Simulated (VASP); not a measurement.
Write the native input for VASP 6.6.1 that does the following.

* Task: single point
* Functional: r2SCAN
* Potentials or basis: VASP PAW PBE potentials, release 64 (Si)
* Cutoff: 520 eV
* k mesh: 6 × 6 × 6
* Occupations: methfessel-paxton, width 0.001 eV
* Spin: no spin polarisation
* Dipole correction: no
* Further INCAR settings: ALGO = Normal; EDIFF = 1e-06; NBANDS = 11

The system is Si.

```
CELL_PARAMETERS angstrom
0.00000 2.72212 2.72212
2.72212 0.00000 2.72212
2.72212 2.72212 0.00000
ATOMIC_POSITIONS crystal
Si 0.00000 0.00000 0.00000
Si 0.25000 0.25000 0.25000
```

These files were run (other wordings do the same):

POSCAR

```
Si
1.0
    0.0000000000      2.7221188962      2.7221188962
    2.7221188962      0.0000000000      2.7221188962
    2.7221188962      2.7221188962      0.0000000000
Si
2
Direct
    0.0000000000      0.0000000000      0.0000000000
    0.2500000000      0.2500000000      0.2500000000
```

INCAR.step1

```
SYSTEM = Si
PREC = Accurate
ENCUT = 520
ISMEAR = 1
SIGMA = 0.001
LREAL = .FALSE.
LASPH = .TRUE.
NELM = 80
NBANDS = 11
GGA = PE
ALGO = Normal
EDIFF = 1E-4
LWAVE = .TRUE.
LCHARG = .FALSE.
```

INCAR.step2

```
SYSTEM = Si
PREC = Accurate
ENCUT = 520
EDIFF = 1E-6
ISMEAR = 1
SIGMA = 0.001
LREAL = .FALSE.
LASPH = .TRUE.
NELM = 80
ALGO = Normal
ISIF = 2
LWAVE = .FALSE.
LCHARG = .TRUE.
METAGGA = R2SCAN
LMIXTAU = .TRUE.
LELF = .TRUE.
LVHAR = .TRUE.
NBANDS = 11
ISTART = 1
```

KPOINTS

```
regular mesh
0
G
  6 6 6
  0 0 0
```

Potentials or basis: VASP PAW PBE potentials, release 64 (Si).

Command:

```console
$ cat potpaw_PBE.64/Si/POTCAR > POTCAR
$ cp INCAR.step1 INCAR
$ mpirun -np 1 vasp_std > vasp.out
$ cp INCAR.step2 INCAR
$ mpirun -np 1 vasp_std > vasp.out
```

Results of the run:

| Item | Value |
| --- | --- |
| Pressure | -0.2 GPa |
| Band gap on the k mesh | 0.93 eV (least direct gap 2.75 eV) |

Caveat: the PAW data sets were made with another functional, which shifts forces and pressure a little.

Wall time 24 s on 1 thread of AMD EPYC 7R13 Processor (Zen 3) (shared host), peak memory 0.13 GiB.
